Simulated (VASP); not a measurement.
Write the native input for VASP 6.6.1 that does the following.

- Task: single point
- Functional: PBE
- Potentials or basis: VASP PAW PBE potentials, release 64 (Zn, S)
- Cutoff: 520 eV
- k mesh: 10 × 10 × 10
- Occupations: gaussian, width 0.05 eV
- Spin: no spin polarisation
- Dipole correction: no
- Further INCAR settings: ALGO = Normal; EDIFF = 1e-06; NBANDS = 16

The structure of ZnS lies in POSCAR:

```
ZnS
1.0
    0.0000000000      2.4882780000      2.5964640000
    2.4882780000      0.0000000000      2.5964640000
    2.4882780000      2.4882780000      0.0000000000
Zn S
1 1
Direct
    0.0000000000      0.0000000000      0.0000000000
    0.7500000000      0.7500000000      0.7500000000
```

This cell differs from its parent crystal: strain -0.080 along x and y, -0.040 along z.

These files were run (other wordings do the same):

INCAR

```
PREC = Accurate
ENCUT = 520
EDIFF = 1E-6
ISMEAR = 0
SIGMA = 0.05
LREAL = F
LASPH = T
NELM = 100
ALGO = Normal
ISIF = 2
LWAVE = F
LCHARG = T
GGA = PE
LELF = T
LVHAR = T
NBANDS = 16
```

KPOINTS

```
regular mesh
0
Gamma
  10 10 10
```

Potentials or basis: VASP PAW PBE potentials, release 64 (Zn, S).

Run with:

```sh
$ cat potpaw_PBE.64/Zn/POTCAR potpaw_PBE.64/S/POTCAR > POTCAR
$ mpirun -np 1 vasp_std > vasp.out
```

Results of the run:

The pressure is 26.2 GPa. The band gap on the k mesh is 2.71 eV, indirect (least direct gap 2.99 eV).

Caveat: the cell differs from its parent crystal (strain -0.080 along x and y, -0.040 along z).

Wall time 55 s on 1 thread of Intel Xeon 6975P-C, on a shared host, peak memory 0.19 GiB.
